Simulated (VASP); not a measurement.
Runs of VASP 6.6.1 on CaF2. The structure is that of space group Fm-3m (No. 225), or close to it. The cells are those of the table. 

```tsv
level	cell	k mesh	cutoff (eV)	smearing	gap on the mesh (eV)	pressure (GPa)
PBE	a = 3.846 Å, angles 60.0°, 3 atoms	8 × 8 × 8	600	fermi-dirac 0.02 eV	7.36	3.6
PBE	a = 3.825, b = 3.825, c = 3.731 Å, angles 60.8, 60.8, 58.4°, 3 atoms	4 × 4 × 4	600	gaussian 0.01 eV	7.45	8.0
PBE	a = 3.831, b = 3.831, c = 3.769 Å, angles 60.5, 60.5, 58.9°, 3 atoms	4 × 4 × 4	600	gaussian 0.01 eV	7.44	6.5
PBE	a = 3.855, b = 3.855, c = 3.885 Å, angles 59.7, 59.7, 60.5°, 3 atoms	4 × 4 × 4	600	gaussian 0.01 eV	7.21	2.3
PBE	a = 3.819, b = 3.819, c = 3.692 Å, angles 61.1, 61.1, 57.8°, 3 atoms	8 × 8 × 8	600	fermi-dirac 0.02 eV	7.43	9.6
PBE	a = 3.865, b = 3.865, c = 3.923 Å, angles 59.5, 59.5, 61.0°, 3 atoms	4 × 4 × 4	600	gaussian 0.01 eV	(b)	1.0
PBE	a = 3.819, b = 3.819, c = 3.692 Å, angles 61.1, 61.1, 57.8°, 3 atoms	4 × 4 × 4	600	gaussian 0.01 eV	7.43	9.6
PBE	a = 3.838, b = 3.838, c = 3.808 Å, angles 60.3, 60.3, 59.5°, 3 atoms	4 × 4 × 4	600	gaussian 0.01 eV	7.40	5.0
r2SCAN	a = 3.846 Å, angles 60.0°, 3 atoms	8 × 8 × 8	660	gaussian 0.01 eV	8.03	(a)
PBE	a = 3.846 Å, angles 60.0°, 3 atoms	4 × 4 × 4	600	gaussian 0.01 eV	7.36	3.6
```

Alike in all rows: task single point; potentials or basis VASP PAW PBE potentials, release 64 (Ca_sv, F); no spin polarisation.

Question: Estimate the missing entries.

Answer: (a) 0.4; (b) 7.05.

Caveats: some runs use coarse meshes; the cell stands under pressure (at least some runs); the PAW data sets were made with another functional, which shifts forces and pressure a little (at least some runs).

A k mesh can miss the band edges.
